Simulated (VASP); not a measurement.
# MgFe3O (Pm-3m) in VASP: a series of runs

MgFe3O is run at these levels: PBE; tasks: single point, relaxation of cell and atoms.

All numbers are computed with VASP 6.6.1; they aren't measurements. Logs are shortened: lines on timing, memory, paths and dates and some standing lists are left out, and cuts for length are marked.

## 1. The cell of the first run

Symmetry: Pm-3m, No. 221, cubic system. The conventional cell has a = 4.490 Å, b = 4.490 Å, c = 4.490 Å, α = 90.00°, β = 90.00°, γ = 90.00°. Within 3.0 Å of Mg (site symmetry m-3m) lie 6 Fe at 2.25 Å. Within 3.0 Å of Fe (site symmetry 4/mmm) lie 2 Mg at 2.25 Å. O (site symmetry m-3m) has 12 Fe at 3.18 Å and 8 Mg at 3.89 Å within 4.2 Å.

The cell was built from a structure type or drawn by symmetry, and may not be a known phase.

## 2. Single point, PBE, collinear spin, ferromagnetic start

Input file INCAR:

```
SYSTEM = MgFe3O
PREC = Accurate
ENCUT = 520
EDIFF = 1E-6
ISMEAR = 0
SIGMA = 0.1
LREAL = .False.
LASPH = .True.
NELM = 150
ALGO = Normal
ISIF = 2
LWAVE = .False.
LCHARG = .True.
ISPIN = 2
MAGMOM = 0 4 4 4 0
LORBIT = 11
LMAXMIX = 4
GGA = PE
LELF = .True.
LVHAR = .True.
NBANDS = 28
```

Input file KPOINTS:

```
Automatic mesh
0
Gamma
  4 4 4
  0 0 0
```

Input file POSCAR:

```
MgFe3O
1.0
    4.4901985699      0.0000000000      0.0000000000
    0.0000000000      4.4901985699      0.0000000000
    0.0000000000      0.0000000000      4.4901985699
Mg Fe O
1 3 1
Direct
    0.5000000000      0.5000000000      0.5000000000
    0.0000000000      0.5000000000      0.5000000000
    0.5000000000      0.0000000000      0.5000000000
    0.5000000000      0.5000000000      0.0000000000
    0.0000000000      0.0000000000      0.0000000000
```

Potentials or basis: VASP PAW PBE potentials, release 64 (Mg, Fe, O).

Command:

```sh
$ cat potpaw_PBE.64/Mg/POTCAR potpaw_PBE.64/Fe/POTCAR potpaw_PBE.64/O/POTCAR > POTCAR
$ mpirun -np 1 vasp_std > vasp.out
```

OUTCAR:

```text
SYSTEM = MgFe3O
   PREC = Accurate
   ENCUT = 520
   EDIFF = 1E-6
   ISMEAR = 0
   LREAL = .False.
   LASPH = .True.
   NELM = 150
   ISIF = 2
   ISPIN = 2
   LORBIT = 11
   GGA = PE

 ion  position               nearest neighbor table
   1  0.500  0.500  0.500-   2 2.25   3 2.25   4 2.25   4 2.25   3 2.25   2 2.25
   2  0.000  0.500  0.500-   1 2.25   1 2.25
   3  0.500  0.000  0.500-   1 2.25   1 2.25
   4  0.500  0.500  0.000-   1 2.25   1 2.25
   5  0.000  0.000  0.000-

  LATTYP: Found a simple cubic cell.
 ALAT       =     4.4901985699

  Lattice vectors:

 A1 = (   4.4901985699,   0.0000000000,   0.0000000000)
 A2 = (   0.0000000000,   4.4901985699,   0.0000000000)
 A3 = (   0.0000000000,   0.0000000000,   4.4901985699)

Analysis of symmetry for initial positions (statically):
=====================================================================
 Subroutine PRICEL returns:
 Original cell was already a primitive cell.

 Routine SETGRP: Setting up the symmetry group for a
 simple cubic supercell.

 Subroutine GETGRP returns: Found 48 space group operations
 (whereof 48 operations were pure point group operations)
 out of a pool of 48 trial point group operations.

The static configuration has the point symmetry O_h .

Analysis of symmetry for dynamics (positions and initial velocities):
=====================================================================
 Subroutine PRICEL returns:
 Original cell was already a primitive cell.

 Routine SETGRP: Setting up the symmetry group for a
 simple cubic supercell.

 Subroutine GETGRP returns: Found 48 space group operations
 (whereof 48 operations were pure point group operations)
 out of a pool of 48 trial point group operations.

The dynamic configuration has the point symmetry O_h .

Analysis of structural, dynamic, and magnetic symmetry:
=====================================================================
 Subroutine PRICEL returns:
 Original cell was already a primitive cell.

 Routine SETGRP: Setting up the symmetry group for a
 simple cubic supercell.

 Subroutine GETGRP returns: Found 48 space group operations
 (whereof 48 operations were pure point group operations)
 out of a pool of 48 trial point group operations.

The overall configuration has the point symmetry O_h .

 Subroutine INISYM returns: Found 48 space group operations
 (whereof 48 operations are pure point group operations),
 and found     1 'primitive' translations

----------------------------------------------------------------------------------------

                                     Primitive cell

  volume of cell :      90.5309

  direct lattice vectors                    reciprocal lattice vectors
     4.490198570  0.000000000  0.000000000     0.222707300  0.000000000  0.000000000
     0.000000000  4.490198570  0.000000000     0.000000000  0.222707300  0.000000000
     0.000000000  0.000000000  4.490198570     0.000000000  0.000000000  0.222707300

  length of vectors
     4.490198570  4.490198570  4.490198570     0.222707300  0.222707300  0.222707300

  position of ions in fractional coordinates (direct lattice)
     0.500000000  0.500000000  0.500000000
     0.000000000  0.500000000  0.500000000
     0.500000000  0.000000000  0.500000000
     0.500000000  0.500000000  0.000000000
     0.000000000  0.000000000  0.000000000

  ion indices of the primitive-cell ions
   primitive index   ion index
                 1           1
                 2           2
                 3           3
                 4           4
                 5           5

----------------------------------------------------------------------------------------

 KPOINTS: Automatic mesh

Automatic generation of k-mesh.
 Grid dimensions read from file:
 generate k-points for:    4    4    4

 Generating k-lattice:

  Cartesian coordinates                     Fractional coordinates (reciprocal lattice)
     0.055676825  0.000000000  0.000000000     0.250000000  0.000000000  0.000000000
     0.000000000  0.055676825  0.000000000     0.000000000  0.250000000  0.000000000
     0.000000000  0.000000000  0.055676825     0.000000000  0.000000000  0.250000000

  Length of vectors
     0.055676825  0.055676825  0.055676825

  Shift w.r.t. Gamma in fractional coordinates (k-lattice)
     0.000000000  0.000000000  0.000000000

 Subroutine IBZKPT returns following result:
 ===========================================

 Found     10 irreducible k-points:

 Following reciprocal coordinates:
            Coordinates               Weight
  0.000000  0.000000  0.000000      1.000000
  0.250000  0.000000  0.000000      6.000000
  0.500000  0.000000  0.000000      3.000000
  0.250000  0.250000  0.000000     12.000000
  0.500000  0.250000  0.000000     12.000000
  0.500000  0.500000  0.000000      3.000000
  0.250000  0.250000  0.250000      8.000000
  0.500000  0.250000  0.250000     12.000000
  0.500000  0.500000  0.250000      6.000000
  0.500000  0.500000  0.500000      1.000000
   k-points           NKPTS =     10   k-points in BZ     NKDIM =     10   number of bands    NBANDS=     28
   number of dos      NEDOS =    301   number of ions     NIONS =      5
   total plane-waves  NPLWV =  46656
   dimension x,y,z NGX =    36 NGY =   36 NGZ =   36
   dimension x,y,z NGXF=    72 NGYF=   72 NGZF=   72
   ions per type =               1   3   1
   NGX,Y,Z   is equivalent  to a cutoff of  13.33, 13.33, 13.33 a.u.
   NGXF,Y,Z  is equivalent  to a cutoff of  26.66, 26.66, 26.66 a.u.
 SYSTEM =  MgFe3O
   PREC   = accura    normal or accurate (medium, high low for compatibility)
   ISTART =      0    job   : 0-new  1-cont  2-samecut
   ICHARG =      2    charge: 1-file 2-atom 10-const
   ISPIN  =      2    spin polarized calculation?
   LNONCOLLINEAR =      F non collinear calculations
   LSORBIT =      F    spin-orbit coupling
   LASPH  =      T    aspherical Exc in radial PAW
   ENCUT  =  520.0 eV  38.22 Ry    6.18 a.u.   8.35  8.35  8.35*2*pi/ulx,y,z
   NELM   =    150;   NELMIN=  2; NELMDL= -5     # of ELM steps
   EDIFF  = 0.1E-05   stopping-criterion for ELM
   LREAL  =      F    real-space projection
   EDIFFG = 0.1E-04   stopping-criterion for IOM
   NSW    =      0    number of steps for IOM
   IBRION =     -1    ionic relax: 0-MD 1-quasi-New 2-CG
   NFREE  =      0    steps in history (QN), initial steepest desc. (CG)
   ISIF   =      2    stress and relaxation
   ISYM   =      2    0-nonsym 1-usesym 2-fastsym
   POTIM  = 0.5000    time-step for ionic-motion
   TEBEG  =    0.0;   TEEND  =   0.0 temperature during run
   PSTRESS=    0.0 pullay stress
   NELECT =      32.0000    total number of electrons
   NUPDOWN=      -1.0000    fix difference up-down
   EMIN   =  10.00;   EMAX   =-10.00  energy-range for DOS
   EFERMI =   0.00;   METHOD = LEGACY
   ISMEAR =     0;   SIGMA  =   0.10  broadening in eV -4-tet -1-fermi 0-gaus
   EFERMI_NEDOS =   21; number of points for ismear=-14 and -15
   IALGO  =     38    algorithm
   IMIX   =      4    mixing-type and parameters
     AMIX     =   0.40;   BMIX     =  1.00
     AMIX_MAG =   1.60;   BMIX_MAG =  1.00
  volume/ion in A,a.u.               =      18.11       122.19
  Fermi-wavevector in a.u.,A,eV,Ry     =   1.157513  2.187383 18.229586  1.339837
  Thomas-Fermi vector in A             =   2.294124
   LORBIT       =     11    0 simple, 1 ext, 2 COOP (PROOUT), +10 PAW based schemes
   GGA     = PE    functional components
   LHFCALC =     F    Hartree Fock is set to
   AEXX    =    0.0000 exact exchange contribution
   IVDW    =     0    specifies the selected vdW correction
   LEPSILON=     F    determine dielectric tensor
   LRPA    =     F    only Hartree local field effects (RPA)
 spin polarized calculation
 Gauss-broadening in eV      SIGMA  =   0.10
  energy-cutoff  :      520.00
  volume of cell :       90.53
 maximum number of plane-waves:      2469
 NGX is ok and might be reduce to    36
   NGX = 17   NGY = 17   NGZ = 17

 number of electron      32.0000015 magnetization      11.6574178

 number of electron      32.0000019 magnetization       9.2188342

 Free energy of the ion-electron system (eV)
  ---------------------------------------------------
  ext. energy  EPLUGINS =         0.00000000
  ---------------------------------------------------
  free energy    TOTEN  =       -21.62822639 eV

  energy without entropy =      -21.59347244  energy(sigma->0) =      -21.61084942

 E-fermi :   1.7103     XC(G=0):  -9.6840

 val. band max:        1.6877843790   @ k =   0.2500   0.2500   0.0000
 cond. band min:       1.7168529942   @ k =   0.5000   0.5000   0.2500
 fundamental gap:      0.0290686152
 Fermi energy:         1.7103395593

 spin component 1

 k-point     1 :       0.0000    0.0000    0.0000
  band No.  band energies     occupation
      1     -14.6665      1.00000
      2      -4.5016      1.00000
      3      -1.5954      1.00000
      4      -1.5954      1.00000
      5      -1.5954      1.00000
      6      -1.4399      1.00000
[... 20 lines left out ...]
     27      10.4420      0.00000
     28      10.4420      0.00000

 k-point     2 :       0.2500    0.0000    0.0000
  band No.  band energies     occupation
      1     -14.6568      1.00000
      2      -4.2185      1.00000
      3      -1.6888      1.00000
      4      -1.5414      1.00000
      5      -1.5299      1.00000
      6      -1.5299      1.00000
[... 240 lines left out ...]
 k-point    10 :       0.5000    0.5000    0.5000
  band No.  band energies     occupation
      1     -14.6246      1.00000
      2      -2.2315      1.00000
      3      -2.2315      1.00000
      4      -2.2315      1.00000
      5      -1.4035      1.00000
      6      -1.0919      1.00000
[... 20 lines left out ...]
     27      11.0218      0.00000
     28      12.2417      0.00000
 Fermi energy:         1.7103395593

 spin component 2

 k-point     1 :       0.0000    0.0000    0.0000
  band No.  band energies     occupation
      1     -13.7325      1.00000
      2      -4.1165      1.00000
      3       0.3029      1.00000
      4       0.3033      1.00000
      5       0.3034      1.00000
      6       0.3676      1.00000
[... 20 lines left out ...]
     27      11.1169      0.00000
     28      11.1170      0.00000

 k-point     2 :       0.2500    0.0000    0.0000
  band No.  band energies     occupation
      1     -13.7206      1.00000
      2      -3.8424      1.00000
      3      -0.2593      1.00000
      4       0.2015      1.00000
      5       0.2018      1.00000
      6       0.3441      1.00000
[... 240 lines left out ...]
 k-point    10 :       0.5000    0.5000    0.5000
  band No.  band energies     occupation
      1     -13.6805      1.00000
      2      -0.9941      1.00000
      3      -0.9939      1.00000
      4      -0.9939      1.00000
      5      -0.5483      1.00000
      6      -0.0669      1.00000
[... 20 lines left out ...]
     27      11.6520      0.00000
     28      12.5711      0.00000

------------------------ aborting loop because EDIFF is reached ----------------------------------------

  FORCE on cell =-STRESS in cart. coord.  units (eV):
  Direction    XX          YY          ZZ          XY          YZ          ZX
  --------------------------------------------------------------------------------------
  -------------------------------------------------------------------------------------
  Total        0.1909804      0.1909804      0.1909804     -0.0000000     -0.0000000     -0.0000000
  in kB        3.3798913      3.3798913      3.3798913     -0.0000000     -0.0000000     -0.0000000
  external PRESSURE =       3.3798913 kB  Pullay stress =       0.0000000 kB

 VOLUME and BASIS-vectors are now :
 -----------------------------------------------------------------------------
  energy-cutoff  :      520.00
  volume of cell :       90.53
      direct lattice vectors                 reciprocal lattice vectors
     4.490198570  0.000000000  0.000000000     0.222707300  0.000000000  0.000000000
     0.000000000  4.490198570  0.000000000     0.000000000  0.222707300  0.000000000
     0.000000000  0.000000000  4.490198570     0.000000000  0.000000000  0.222707300

 POSITION                                       TOTAL-FORCE (eV/Angst)
 -----------------------------------------------------------------------------------
      2.24510      2.24510      2.24510         0.000000      0.000000      0.000000
      0.00000      2.24510      2.24510         0.000000      0.000000      0.000000
      2.24510      0.00000      2.24510         0.000000      0.000000      0.000000
      2.24510      2.24510      0.00000         0.000000      0.000000      0.000000
      0.00000      0.00000      0.00000         0.000000      0.000000      0.000000
 -----------------------------------------------------------------------------------
    total drift:                                0.000000      0.000000      0.000000

  FREE ENERGIE OF THE ION-ELECTRON SYSTEM (eV)
  ---------------------------------------------------
  free  energy   TOTEN  =       -21.6282263916 eV

  energy  without entropy=      -21.5934724410  energy(sigma->0) =      -21.61084942

 total charge

# of ion       s       p       d       tot
------------------------------------------
    1        0.353   0.274   0.070   0.698
    2        0.367   0.207   6.175   6.749
    3        0.367   0.207   6.175   6.749
    4        0.367   0.207   6.175   6.749
    5        1.613   3.055   0.000   4.668
--------------------------------------------------
tot          3.066   3.951  18.596  25.612

 magnetization (x)

# of ion       s       p       d       tot
------------------------------------------
    1       -0.021  -0.043  -0.001  -0.066
    2        0.009  -0.015   2.921   2.915
    3        0.009  -0.015   2.921   2.915
    4        0.009  -0.015   2.921   2.915
    5        0.006   0.488   0.000   0.494
--------------------------------------------------
tot          0.013   0.399   8.762   9.173
```

It took 2.5 min on 1 thread of Intel Xeon 8259CL, shared host; peak memory 0.26 GiB.

Results:

```yaml
Free_energy: -21.6282 eV
Pressure: 0.3 GPa
Net_moment: 9.22 μB per cell
Site_moments: Mg -0.07; Fe +2.92; O +0.49 μB
Valence_electrons_inside_the_program's_atomic_spheres: Mg 0.70; Fe 6.75; O 4.67
```

Caveat: only a ferromagnetic start was run, and an antiferromagnetic order may lie lower in energy. With open d or f shells a metallic result of PBE can be an artefact of self-interaction; +U or a hybrid may open a gap.

## 3. Relaxation of cell and atoms, PBE, collinear spin, ferromagnetic start

This run uses another cell than the first one, of 10.64 Å³/atom.

Input file INCAR:

```
PREC     = Accurate       # precision mode
ENCUT    = 600            # plane-wave cutoff, eV
EDIFF    = 1E-7           # SCF threshold, eV
ISMEAR   = 0              # smearing method
SIGMA    = 0.1            # smearing width, eV
LREAL    = False          # projectors in reciprocal space
LASPH    = True           # aspherical terms in the spheres
NELM     = 150            # most SCF steps
ALGO     = Normal         # electronic algorithm
ISIF     = 3              # what is computed and relaxed
LWAVE    = False          # write WAVECAR
LCHARG   = False          # write CHGCAR
ISPIN    = 2              # spin polarisation
MAGMOM   = 0 4 4 4 0      # initial moments
LORBIT   = 11             # projections on sites
LMAXMIX  = 4              # l up to which the mixer works
GGA      = PE             # functional
IBRION   = 2              # ionic algorithm
NSW      = 90             # ionic steps
EDIFFG   = -0.04          # ionic threshold
```

Input file KPOINTS:

```
Automatic mesh
0
Gamma
  4 4 4
```

Edit POSCAR of step 2 so:

```diff
@@ -2,5 +2,5 @@
 1.0
-    4.4901985699      0.0000000000      0.0000000000
-    0.0000000000      4.4901985699      0.0000000000
-    0.0000000000      0.0000000000      4.4901985699
+    3.7608705700      0.0000000000      0.0000000000
+    0.0000000000      3.7608705700      0.0000000000
+    0.0000000000      0.0000000000      3.7608705700
 Mg Fe O
```

Potentials or basis: VASP PAW PBE potentials, release 64 (Mg, Fe, O).

Command:

```sh
$ cat potpaw_PBE.64/Mg/POTCAR potpaw_PBE.64/Fe/POTCAR potpaw_PBE.64/O/POTCAR > POTCAR
$ mpirun -np 1 vasp_std > vasp.out
```

It took 7.1 min on 1 thread of Intel Xeon 8259CL, shared host; peak memory 0.21 GiB.

It converged, with:

- Free energy: -21.5661 eV
- Relaxed volume: 17.95 Å³/atom
- Relaxed cell: a = 4.477 Å, b = 4.477 Å, c = 4.477 Å, α = 90.00°, β = 90.00°, γ = 90.00°
- Space group after relaxing (to 0.1 Å): Pm-3m (No. 221)
- Energy gained by relaxing: 1118.5 meV/atom
- Ionic steps: 4
- Pressure after relaxing: -0.1 GPa
- Net moment: -9.18 μB per cell
- Site moments: Mg +0.07; Fe -2.91; O -0.49 μB
- Valence electrons inside the program's atomic spheres: Mg 0.70; Fe 6.76; O 4.69

Step by step:
| step | energy change (eV) | largest force (eV/Å) | pressure (GPa) | volume (Å³) |
| --- | --- | --- | --- | --- |
| 1 | 0.0000 | 0.0000 | 78.05 | 53.19 |
| 2 | -5.2859 | 0.0000 | -6.21 | 103.90 |
| 3 | -5.5746 | 0.0000 | 1.87 | 86.42 |
| 4 | -5.5926 | 0.0000 | -0.10 | 89.74 |

Final structure:
```xyz
5
Lattice="4.4771 0.0000 0.0000 0.0000 4.4771 0.0000 0.0000 0.0000 4.4771" Properties=species:S:1:pos:R:3 pbc="T T T"
Mg    2.2386    2.2386    2.2386
Fe    0.0000    2.2386    2.2386
Fe    2.2386    0.0000    2.2386
Fe    2.2386    2.2386    0.0000
O     0.0000    0.0000    0.0000
```

Levels at points of the mesh, in eV from the Fermi level:
Spin up:
```tsv
k point	band 7	band 8	band 9	band 10	band 11	band 12	band 13	band 14	band 15	band 16
(0.00, 0.00, 0.00)	-1.37	-1.37	-0.77	-0.60	-0.60	0.35	0.35	0.65	0.65	0.65
(0.50, 0.00, 0.00)	-1.34	-0.97	-0.97	-0.32	-0.32	0.01	0.06	0.11	0.34	0.61
(0.50, 0.50, 0.00)	-1.03	-1.03	-0.68	-0.68	0.08	0.09	0.09	0.21	0.43	0.58
(0.50, 0.50, 0.50)	-1.81	-1.81	-0.27	-0.27	-0.27	-0.11	0.31	0.31	0.31	0.83
```
Spin down:
| k point | band 17 | band 18 | band 19 | band 20 | band 21 | band 22 | band 23 | band 24 |
| --- | --- | --- | --- | --- | --- | --- | --- | --- |
| (0.00, 0.00, 0.00) | -2.03 | -1.74 | -1.74 | -1.74 | 1.70 | 1.70 | 1.70 | 3.10 |
| (0.50, 0.00, 0.00) | -2.26 | -1.74 | -1.43 | -1.43 | -0.57 | 2.58 | 2.58 | 3.78 |
| (0.50, 0.50, 0.00) | -2.05 | -1.74 | -1.74 | -1.26 | 0.56 | 0.56 | 1.34 | 4.41 |
| (0.50, 0.50, 0.50) | -2.12 | -1.94 | -1.94 | -1.94 | 0.81 | 0.81 | 0.81 | 2.73 |

Caveat: the k points lie up to 0.35 Å⁻¹ apart in the final cell; the volume moved by over 15 % at a fixed basis, so the end points are rough; only a ferromagnetic start was run, and an antiferromagnetic order may lie lower in energy. With open d or f shells a metallic result of PBE can be an artefact of self-interaction; +U or a hybrid may open a gap.
